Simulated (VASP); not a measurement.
Set up this calculation in VASP 6.6.1, as the native input.

- Task: single point
- Functional: PBE
- Potentials or basis: VASP PAW PBE potentials, release 64 (Ba_sv, Zn, P, F)
- Cutoff: 520 eV
- k mesh: 6 × 6 × 2
- Occupations: gaussian, width 0.01 eV
- Spin: no spin polarisation
- Dipole correction: no
- Further INCAR settings: ALGO = Normal; EDIFF = 1e-06; NBANDS = 44

The structure of BaZnPF lies in POSCAR:

```
BaZnPF
1.0
    4.1293640109      0.0000000000      0.0000000000
    0.0000000000      4.1293640109      0.0000000000
    0.0000000000      0.0000000000      9.4268716595
Ba Zn P F
2 2 2 2
Direct
    0.5000000000      0.0000000000      0.3309021137
    0.0000000000      0.5000000000      0.6690978863
    0.5000000000      0.5000000000      0.0000000000
    0.0000000000      0.0000000000      0.0000000000
    0.0000000000      0.5000000000      0.1484729584
    0.5000000000      0.0000000000      0.8515270416
    0.5000000000      0.5000000000      0.5000000000
    0.0000000000      0.0000000000      0.5000000000
```

These files were run (other wordings do the same):

INCAR

```
SYSTEM = BaZnPF
ALGO = Normal
EDIFF = 1E-6
ENCUT = 520
GGA = PE
ISIF = 2
ISMEAR = 0
LASPH = .TRUE.
LCHARG = .FALSE.
LREAL = .FALSE.
LWAVE = .FALSE.
NBANDS = 44
NELM = 100
PREC = Accurate
SIGMA = 0.01
```

KPOINTS

```
k-points
0
G
  6 6 2
  0 0 0
```

Potentials or basis: VASP PAW PBE potentials, release 64 (Ba_sv, Zn, P, F).

Launch:

```console
$ cat potpaw_PBE.64/Ba_sv/POTCAR potpaw_PBE.64/Zn/POTCAR potpaw_PBE.64/P/POTCAR potpaw_PBE.64/F/POTCAR > POTCAR
$ mpirun -np 1 vasp_std > vasp.out
```

It gave:

| Item | Value |
| --- | --- |
| Pressure | 2.9 GPa |
| Largest force | 0.297 eV/Å |
| Band gap on the k mesh | 0.44 eV |

Caveat: semilocal functionals underestimate gaps, and a narrow one can read as zero; spin-orbit coupling is left out, which moves the levels of the heavy elements.

Run time: 2.3 min on 1 thread of Oxide Virtual Turin-like Processor, with other jobs on the host, peak memory 0.3 GiB.
